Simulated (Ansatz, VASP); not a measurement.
# Ge2Sb2Te5 in VASP and in Ansatz

```
Ge Sb Te
1.0
     4.29339    0.00000    0.00000
    -2.14669    3.71818    0.00000
     0.00000    0.00000   17.63379
Ge Sb Te
2 2 5
Direct
  0.33333 0.66667 0.90179
  0.66667 0.33333 0.09821
  0.00000 0.00000 0.69058
  0.00000 0.00000 0.30942
  0.00000 0.00000 0.00000
  0.66667 0.33333 0.80591
  0.33333 0.66667 0.19409
  0.33333 0.66667 0.59359
  0.66667 0.33333 0.40641
```

Alike in both runs: functional PBE; k mesh 9 × 9 × 2; occupations gaussian, width 0.01 eV; no spin polarisation.

Ansatz relaxed the structure, and its values are those at the end. VASP's run is a single point on that final structure, the one shown.

|  | VASP | Ansatz |
| --- | --- | --- |
| version | VASP 6.6.1 | Ansatz 0.2.0 |
| potentials or method | VASP PAW PBE potentials, release 64 (Ge_d, Sb, Te), cutoff 520 eV | scalar-relativistic, plane waves, PAW |
| valence electrons in the cell | 68 | 138 |

|  | VASP | Ansatz | Ansatz less VASP |
| --- | --- | --- | --- |
| gap on the k mesh at the Fermi level (eV) | 0.58 | 0.58 | +0.001 |
| least direct gap on the mesh (eV) | 0.58 | 0.58 | +0.001 |
| pressure (GPa) | -0.2 | 0.0 | +0.20 |
| rms of the force components (eV/Å) | 0.007 | 0.000 | -0.0064 |

VASP's potentials hold 68 valence electrons a cell and Ansatz's 138, so a difference there can come from the potentials and not from the codes.

Neither program's run includes spin-orbit coupling.
